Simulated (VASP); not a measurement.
Input of a VASP 6.6.1 run:

File INCAR:

```
PREC     = Accurate       # precision mode
ENCUT    = 520            # plane-wave cutoff, eV
EDIFF    = 1E-6           # SCF threshold, eV
ISMEAR   = 0              # smearing method
SIGMA    = 0.05           # smearing width, eV
LREAL    = Auto         
LASPH    = T              # aspherical terms in the spheres
NELM     = 60             # most SCF steps
ALGO     = Normal         # electronic algorithm
ISIF     = 2              # what is computed and relaxed
LWAVE    = F              # write WAVECAR
LCHARG   = F              # write CHGCAR
NBANDS   = 42             # bands
NELECT   = 56.0
```

File KPOINTS:

```
regular mesh
0
Gamma
  4 4 4
```

The input POSCAR:

```
Al8N7
1.0
   -4.0109247379      4.0109247379      0.0000000000
   -4.0109247379      0.0000000000      4.0109247379
    0.0000000000      4.0109247379      4.0109247379
Al N
8 7
Direct
    0.7500000000      0.7500000000      0.7500000000
    0.2500000000      0.7500000000      0.7500000000
    0.7500000000      0.2500000000      0.7500000000
    0.7500000000      0.7500000000      0.2500000000
    0.2500000000      0.2500000000      0.7500000000
    0.2500000000      0.7500000000      0.2500000000
    0.7500000000      0.2500000000      0.2500000000
    0.2500000000      0.2500000000      0.2500000000
    0.5467473244      0.9532526756      0.4532526756
    1.0000000000      0.5000000000      0.5000000000
    1.0000000000      1.0000000000      0.0000000000
    0.5000000000      0.5000000000      0.5000000000
    0.5000000000      1.0000000000      0.0000000000
    1.0000000000      0.5000000000      0.0000000000
    0.5000000000      0.5000000000      0.0000000000
```

Potentials or basis: VASP PAW LDA potentials, release 64 (Al, N).

Command:

```sh
$ cat potpaw_LDA.64/Al/POTCAR potpaw_LDA.64/N/POTCAR > POTCAR
$ mpirun -np 1 vasp_std > vasp.out
```

(1) What does it give for the largest force?

Results:

(1) 10.109 eV/Å.

Caveat: the cell carries a net charge on a neutralising background, which shifts energy and pressure; the cell differs from its parent crystal (atom 9 moved 0.000 of the way to it and -0.375 Å across, host rigid).
